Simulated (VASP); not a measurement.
Runs of VASP 6.6.1 on Se. The structure is that of space group P3_121 (No. 152), or close to it. The cells are those of the table. 

```csv
task,cell,k mesh,cutoff (eV),smearing,gap on the mesh (eV),pressure (GPa),relaxed volume (Å³/atom),largest force (eV/Å)
relaxation of cell and atoms,"relaxed from a = 4.505, b = 4.505, c = 4.979 Å, angles 90.0, 90.0, 120.0°, 3 atoms",9 × 9 × 6,600,gaussian 0.02 eV,0.43,0.0,24.12,-
single point,"a = 4.038, b = 4.038, c = 5.121 Å, angles 90.0, 90.0, 120.0°, 3 atoms",12 × 12 × 8,520,gaussian 0.02 eV,0.44,0.2,-,0.03
relaxation of cell and atoms,"relaxed from a = 4.038, b = 4.038, c = 5.121 Å, angles 90.0, 90.0, 120.0°, 3 atoms",12 × 12 × 8,600,gaussian 0.02 eV,0.43,0.0,(a),-
single point,"a = 4.038, b = 4.038, c = 5.121 Å, angles 90.0, 90.0, 120.0°, 3 atoms",9 × 9 × 6,520,gaussian 0.02 eV,0.44,0.2,-,0.03
single point,"a = 4.505, b = 4.505, c = 4.979 Å, angles 90.0, 90.0, 120.0°, 3 atoms",6 × 6 × 4,520,gaussian 0.1 eV,(b),-0.7,-,0.20
```

Alike in all rows: level PBEsol; potentials or basis VASP PAW PBE potentials, release 64 (Se); no spin polarisation.

**Question.** Fill in the values left out.

**Answer.** (a) 24.11; (b) 1.04.

Caveats: the PAW data sets were made with another functional, which shifts forces and pressure a little; the volume moved by over 15 % at a fixed basis, so the end points are rough (some runs).

A k mesh can miss the band edges, and the runs leave out spin-orbit coupling on Se.
